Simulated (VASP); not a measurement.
MgS, 2 atoms in the cell. It takes space group I4/mmm (No. 139, tetragonal). Conventional cell: a = 3.679 Å, b = 3.679 Å, c = 5.281 Å, α = 90.00°, β = 90.00°, γ = 90.00°. Within 3.4 Å of Mg (site symmetry 4/mmm) lie 6 S at 2.60 to 2.64 Å. S (site symmetry 4/mmm) has 6 Mg at 2.60 to 2.64 Å within 3.4 Å.  This cell differs from its parent crystal: strain +0.000 along x and y, +0.015 along z.

| Item | Value |
| --- | --- |
| Program | VASP 6.6.1 |
| Task | single point |
| Functional | PBEsol |
| Potentials or basis | VASP PAW PBE potentials, release 64 (Mg, S) |
| Cutoff | 520 eV |
| k mesh | 8 × 8 × 8 |
| Occupations | gaussian, width 0.05 eV |
| Spin | no spin polarisation |
| Dipole correction | no |
| Further INCAR settings | ALGO = Normal; EDIFF = 1e-06; NBANDS = 11 |

Potentials or basis: VASP PAW PBE potentials, release 64 (Mg, S).

Launch:

```console
$ cat potpaw_PBE.64/Mg/POTCAR potpaw_PBE.64/S/POTCAR > POTCAR
$ mpirun -np 1 vasp_std > vasp.out
```

Hardware: 1 thread of AMD EPYC 7R13, with other jobs on the host.

How long does it take, and how much memory?

Run time: 18 s on 1 thread of AMD EPYC 7R13, with other jobs on the host, peak memory 0.17 GiB. Counts: scf iterations 11, k points 59.
